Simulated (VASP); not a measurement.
Ge, 2 atoms in the cell. The cell holds a slab with vacuum, 2 atoms: a = 4.051 Å, b = 4.051 Å, c = 28.000 Å, α = 90.00°, β = 90.00°, γ = 120.00°. 

* Program: VASP 6.6.1
* Task: single point
* Functional: PBE
* Potentials or basis: VASP PAW PBE potentials, release 64 (Ge_d)
* Cutoff: 520 eV
* k mesh: 12 × 12 × 1
* Occupations: gaussian, width 0.1 eV
* Spin: no spin polarisation
* Dipole correction: yes
* Further INCAR settings: ALGO = Normal; EDIFF = 1e-06; NBANDS = 21

Potentials or basis: VASP PAW PBE potentials, release 64 (Ge_d).

Command:

```console
$ cat potpaw_PBE.64/Ge_d/POTCAR > POTCAR
$ mpirun -np 1 vasp_std > vasp.out
```

Hardware: 1 thread of Intel(R) Xeon(R) 6975P-C (Granite Rapids), with other jobs on the host.

**Question.** How long does it take, and how much memory?

**Answer.** Wall time 2.4 min on 1 thread of Intel(R) Xeon(R) 6975P-C (Granite Rapids), on a shared host, peak memory 0.51 GiB. Counts: scf iterations 21, k points 19.
